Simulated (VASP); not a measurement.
# Sn3C2 (P-4m2) in VASP: single point with PBE

Aim: the single point of Sn3C2 with PBE.

Everything below comes from runs of VASP 6.6.1. Logs are shortened: lines on timing, memory, paths and dates and some standing lists are left out, and cuts for length are marked.

### 1 The cell of the first run

Symmetry: P-4m2, No. 115, tetragonal system. Conventional cell: a = 3.935 Å, b = 3.935 Å, c = 8.582 Å, α = 90.00°, β = 90.00°, γ = 90.00°. Sn (site symmetry -4m2) has 4 Sn at 2.14 Å within 2.8 Å. Sn (site symmetry 2mm) has 2 Sn at 2.14 Å within 2.8 Å. C (site symmetry 2mm) has 8 Sn at 3.56 to 4.67 Å and 8 C at 3.71 to 3.94 Å within 4.7 Å.

### 2 Single point, PBE

File INCAR:

```
SYSTEM = Sn3C2
PREC = Accurate ; ENCUT = 520
EDIFF = 1E-6 ; ISMEAR = 0
SIGMA = 0.1 ; LREAL = .False.
LASPH = .True. ; NELM = 100
ALGO = Normal ; ISIF = 2
LWAVE = .False. ; LCHARG = .False.
GGA = PE ; NBANDS = 33
```

File KPOINTS:

```
regular mesh
0
Gamma
  4 4 2
  0 0 0
```

File POSCAR:

```
Sn3C2
1.0
    3.9350558500      0.0000000000      0.0000000000
    0.0000000000      3.9350558500      0.0000000000
    0.0000000000      0.0000000000      8.5824605500
Sn C
3 2
Direct
    0.0000000000      0.0000000000      0.5000000000
    0.0000000000      0.5000000000      0.4013762200
    0.5000000000      0.0000000000      0.5986237800
    0.0000000000      0.5000000000      0.8574108100
    0.5000000000      0.0000000000      0.1425891900
```

Potentials or basis: VASP PAW PBE potentials, release 64 (Sn_d, C).

Launch:

```sh
$ cat potpaw_PBE.64/Sn_d/POTCAR potpaw_PBE.64/C/POTCAR > POTCAR
$ mpirun -np 1 vasp_std > vasp.out
```

OUTCAR:

```text
SYSTEM = Sn3C2
   PREC = Accurate
   ENCUT = 520
   EDIFF = 1E-6
   ISMEAR = 0
   LREAL = .False.
   LASPH = .True.
   NELM = 100
   ISIF = 2
   GGA = PE

 ion  position               nearest neighbor table
   1  0.000  0.000  0.500-   2 2.14   3 2.14   2 2.14   3 2.14
   2  0.000  0.500  0.401-   1 2.14   1 2.14   3 3.26   3 3.26   3 3.26   3 3.26
   3  0.500  0.000  0.599-   1 2.14   1 2.14   2 3.26   2 3.26   2 3.26   2 3.26
   4  0.000  0.500  0.857-
   5  0.500  0.000  0.143-

  LATTYP: Found a simple tetragonal cell.
 ALAT       =     3.9350558500
 C/A-ratio  =     2.1810263633

  Lattice vectors:

 A1 = (   3.9350558500,   0.0000000000,   0.0000000000)
 A2 = (   0.0000000000,   3.9350558500,   0.0000000000)
 A3 = (   0.0000000000,   0.0000000000,   8.5824605500)

Analysis of symmetry for initial positions (statically):
=====================================================================
 Subroutine PRICEL returns:
 Original cell was already a primitive cell.

 Routine SETGRP: Setting up the symmetry group for a
 simple tetragonal supercell.

 Subroutine GETGRP returns: Found  8 space group operations
 (whereof  8 operations were pure point group operations)
 out of a pool of 16 trial point group operations.

The static configuration has the point symmetry D_2d.

Analysis of symmetry for dynamics (positions and initial velocities):
=====================================================================
 Subroutine PRICEL returns:
 Original cell was already a primitive cell.

 Routine SETGRP: Setting up the symmetry group for a
 simple tetragonal supercell.

 Subroutine GETGRP returns: Found  8 space group operations
 (whereof  8 operations were pure point group operations)
 out of a pool of 16 trial point group operations.

The dynamic configuration has the point symmetry D_2d.

 Subroutine INISYM returns: Found  8 space group operations
 (whereof  8 operations are pure point group operations),
 and found     1 'primitive' translations

----------------------------------------------------------------------------------------

                                     Primitive cell

  volume of cell :     132.8965

  direct lattice vectors                    reciprocal lattice vectors
     3.935055850  0.000000000  0.000000000     0.254125999  0.000000000  0.000000000
     0.000000000  3.935055850  0.000000000     0.000000000  0.254125999  0.000000000
     0.000000000  0.000000000  8.582460550     0.000000000  0.000000000  0.116516702

  length of vectors
     3.935055850  3.935055850  8.582460550     0.254125999  0.254125999  0.116516702

  position of ions in fractional coordinates (direct lattice)
     0.000000000  0.000000000  0.500000000
     0.000000000  0.500000000  0.401376220
     0.500000000  0.000000000  0.598623780
     0.000000000  0.500000000  0.857410810
     0.500000000  0.000000000  0.142589190

  ion indices of the primitive-cell ions
   primitive index   ion index
                 1           1
                 2           2
                 3           3
                 4           4
                 5           5

----------------------------------------------------------------------------------------

 KPOINTS: regular mesh

Automatic generation of k-mesh.
 Grid dimensions read from file:
 generate k-points for:    4    4    2

 Generating k-lattice:

  Cartesian coordinates                     Fractional coordinates (reciprocal lattice)
     0.063531500  0.000000000  0.000000000     0.250000000  0.000000000  0.000000000
     0.000000000  0.063531500  0.000000000     0.000000000  0.250000000  0.000000000
     0.000000000  0.000000000  0.058258351     0.000000000  0.000000000  0.500000000

  Length of vectors
     0.063531500  0.063531500  0.058258351

  Shift w.r.t. Gamma in fractional coordinates (k-lattice)
     0.000000000  0.000000000  0.000000000

 Subroutine IBZKPT returns following result:
 ===========================================

 Found     12 irreducible k-points:

 Following reciprocal coordinates:
            Coordinates               Weight
  0.000000  0.000000  0.000000      1.000000
  0.250000  0.000000  0.000000      4.000000
  0.500000  0.000000  0.000000      2.000000
  0.250000  0.250000  0.000000      4.000000
  0.500000  0.250000  0.000000      4.000000
  0.500000  0.500000  0.000000      1.000000
  0.000000  0.000000  0.500000      1.000000
  0.250000  0.000000  0.500000      4.000000
  0.500000  0.000000  0.500000      2.000000
  0.250000  0.250000  0.500000      4.000000
  0.500000  0.250000  0.500000      4.000000
  0.500000  0.500000  0.500000      1.000000
   k-points           NKPTS =     12   k-points in BZ     NKDIM =     12   number of bands    NBANDS=     33
   number of dos      NEDOS =    301   number of ions     NIONS =      5
   total plane-waves  NPLWV =  57600
   dimension x,y,z NGX =    30 NGY =   30 NGZ =   64
   dimension x,y,z NGXF=    60 NGYF=   60 NGZF=  128
   ions per type =               3   2
   NGX,Y,Z   is equivalent  to a cutoff of  12.67, 12.67, 12.40 a.u.
   NGXF,Y,Z  is equivalent  to a cutoff of  25.35, 25.35, 24.79 a.u.
 SYSTEM =  Sn3C2
   PREC   = accura    normal or accurate (medium, high low for compatibility)
   ISTART =      0    job   : 0-new  1-cont  2-samecut
   ICHARG =      2    charge: 1-file 2-atom 10-const
   ISPIN  =      1    spin polarized calculation?
   LNONCOLLINEAR =      F non collinear calculations
   LSORBIT =      F    spin-orbit coupling
   LASPH  =      T    aspherical Exc in radial PAW
   ENCUT  =  520.0 eV  38.22 Ry    6.18 a.u.   7.32  7.32 15.96*2*pi/ulx,y,z
   NELM   =    100;   NELMIN=  2; NELMDL= -5     # of ELM steps
   EDIFF  = 0.1E-05   stopping-criterion for ELM
   LREAL  =      F    real-space projection
   EDIFFG = 0.1E-04   stopping-criterion for IOM
   NSW    =      0    number of steps for IOM
   IBRION =     -1    ionic relax: 0-MD 1-quasi-New 2-CG
   NFREE  =      0    steps in history (QN), initial steepest desc. (CG)
   ISIF   =      2    stress and relaxation
   ISYM   =      2    0-nonsym 1-usesym 2-fastsym
   POTIM  = 0.5000    time-step for ionic-motion
   TEBEG  =    0.0;   TEEND  =   0.0 temperature during run
   PSTRESS=    0.0 pullay stress
   NELECT =      50.0000    total number of electrons
   NUPDOWN=      -1.0000    fix difference up-down
   EMIN   =  10.00;   EMAX   =-10.00  energy-range for DOS
   EFERMI =   0.00;   METHOD = LEGACY
   ISMEAR =     0;   SIGMA  =   0.10  broadening in eV -4-tet -1-fermi 0-gaus
   EFERMI_NEDOS =   21; number of points for ismear=-14 and -15
   IALGO  =     38    algorithm
   IMIX   =      4    mixing-type and parameters
     AMIX     =   0.40;   BMIX     =  1.00
     AMIX_MAG =   1.60;   BMIX_MAG =  1.00
  volume/ion in A,a.u.               =      26.58       179.37
  Fermi-wavevector in a.u.,A,eV,Ry     =   1.181844  2.233362 19.004021  1.396756
  Thomas-Fermi vector in A             =   2.318110
   LORBIT       =      0    0 simple, 1 ext, 2 COOP (PROOUT), +10 PAW based schemes
   GGA     = PE    functional components
   LHFCALC =     F    Hartree Fock is set to
   AEXX    =    0.0000 exact exchange contribution
   IVDW    =     0    specifies the selected vdW correction
   LEPSILON=     F    determine dielectric tensor
   LRPA    =     F    only Hartree local field effects (RPA)
 non-spin polarized calculation
 Gauss-broadening in eV      SIGMA  =   0.10
  energy-cutoff  :      520.00
  volume of cell :      132.90
 maximum number of plane-waves:      3624
 NGX is ok and might be reduce to    30
   NGX = 15   NGY = 15   NGZ = 31

 number of electron      49.9999983 magnetization

 Free energy of the ion-electron system (eV)
  ---------------------------------------------------
  ext. energy  EPLUGINS =         0.00000000
  ---------------------------------------------------
  free energy    TOTEN  =        -0.08284430 eV

  energy without entropy =       -0.06027533  energy(sigma->0) =       -0.07155982

 E-fermi :   4.0481     XC(G=0):  -8.7460

 val. band max:        3.9968737769   @ k =   0.5000   0.5000   0.5000
 cond. band min:       4.0909235011   @ k =   0.5000   0.2500   0.5000
 fundamental gap:      0.0940497242
 Fermi energy:         4.0480814167

 k-point     1 :       0.0000    0.0000    0.0000
  band No.  band energies     occupation
      1     -21.6160      2.00000
      2     -20.9034      2.00000
      3     -20.2675      2.00000
      4     -20.2675      2.00000
      5     -20.1270      2.00000
      6     -19.5147      2.00000
[... 25 lines left out ...]
     32       7.3538      0.00000
     33       8.2214      0.00000

 k-point     2 :       0.2500    0.0000    0.0000
  band No.  band energies     occupation
      1     -21.6425      2.00000
      2     -20.8228      2.00000
      3     -20.8161      2.00000
      4     -20.3521      2.00000
      5     -20.2939      2.00000
      6     -19.2581      2.00000
[... 25 lines left out ...]
     32       8.2154      0.00000
     33       8.3290      0.00000

 k-point     3 :       0.5000    0.0000    0.0000
  band No.  band energies     occupation
      1     -21.6370      2.00000
      2     -21.1985      2.00000
      3     -20.7155      2.00000
      4     -20.4840      2.00000
      5     -20.3480      2.00000
      6     -19.1905      2.00000
[... 25 lines left out ...]
     32       6.8509      0.00000
     33       9.3881      0.00000

 k-point     4 :       0.2500    0.2500    0.0000
  band No.  band energies     occupation
      1     -21.6551      2.00000
      2     -20.9191      2.00000
      3     -20.7672      2.00000
      4     -20.6841      2.00000
      5     -20.5746      2.00000
      6     -18.9778      2.00000
[... 241 lines left out ...]
     32       9.1948      0.00000
     33       9.3241      0.00000

 k-point    11 :       0.5000    0.2500    0.5000
  band No.  band energies     occupation
      1     -21.6354      2.00000
      2     -21.2195      2.00000
      3     -20.8527      2.00000
      4     -20.7059      2.00000
      5     -20.5976      2.00000
      6     -19.0472      2.00000
[... 25 lines left out ...]
     32       9.8743      0.00000
     33      10.6167      0.00000

 k-point    12 :       0.5000    0.5000    0.5000
  band No.  band energies     occupation
      1     -21.5927      2.00000
      2     -21.2336      2.00000
      3     -21.2336      2.00000
      4     -20.8632      2.00000
      5     -20.4695      2.00000
      6     -18.9847      2.00000
[... 25 lines left out ...]
     32      11.3113      0.00000
     33      11.3119      0.00000

------------------------ aborting loop because EDIFF is reached ----------------------------------------

  FORCE on cell =-STRESS in cart. coord.  units (eV):
  Direction    XX          YY          ZZ          XY          YZ          ZX
  --------------------------------------------------------------------------------------
  -------------------------------------------------------------------------------------
  Total       49.8641211     49.8641211     14.3301004      0.0000000      0.0000000      0.0000000
  in kB      601.1531597    601.1531597    172.7611947      0.0000000      0.0000000      0.0000000
  external PRESSURE =     458.3558380 kB  Pullay stress =       0.0000000 kB

 VOLUME and BASIS-vectors are now :
 -----------------------------------------------------------------------------
  energy-cutoff  :      520.00
  volume of cell :      132.90
      direct lattice vectors                 reciprocal lattice vectors
     3.935055850  0.000000000  0.000000000     0.254125999  0.000000000  0.000000000
     0.000000000  3.935055850  0.000000000     0.000000000  0.254125999  0.000000000
     0.000000000  0.000000000  8.582460550     0.000000000  0.000000000  0.116516702

 POSITION                                       TOTAL-FORCE (eV/Angst)
 -----------------------------------------------------------------------------------
      0.00000      0.00000      4.29123         0.000000     -0.000000      0.000000
      0.00000      1.96753      3.44480        -0.000000      0.000000    -13.530542
      1.96753      0.00000      5.13766        -0.000000     -0.000000     13.530542
      0.00000      1.96753      7.35869        -0.000000     -0.000000     -0.438956
      1.96753      0.00000      1.22377        -0.000000     -0.000000      0.438956
 -----------------------------------------------------------------------------------
    total drift:                                0.000000      0.000000      0.000000

  FREE ENERGIE OF THE ION-ELECTRON SYSTEM (eV)
  ---------------------------------------------------
  free  energy   TOTEN  =        -0.0828442992 eV

  energy  without entropy=       -0.0602753334  energy(sigma->0) =       -0.07155982
```

Wall time 55 s (1 thread of Intel Xeon 6975P-C, shared host); peak memory 0.24 GiB.

What came out:

```yaml
Free_energy: -0.0828 eV
Pressure: 45.8 GPa
Largest_force: 13.531 eV/Å
Band_gap_on_the_k_mesh: zero (band 25 reaches 4.40 eV, above the bottom of band 26 at 3.36 eV)
```

Forces in eV/Å, atoms in the order of the input:
```
Sn    0.000   0.000   0.000
Sn    0.000   0.000 -13.531
Sn    0.000   0.000  13.531
C     0.000   0.000  -0.439
C     0.000   0.000   0.439
```

Stress tensor (GPa, compression positive):
```
60.12  0.00  0.00
 0.00 60.12  0.00
 0.00  0.00 17.28
```

Caveat: the k points lie up to 0.40 Å⁻¹ apart; spin-orbit coupling is left out, which moves the levels of the heavy elements; forces of over 1 eV/Å act on the atoms, so gaps and moduli don't describe the material at rest.
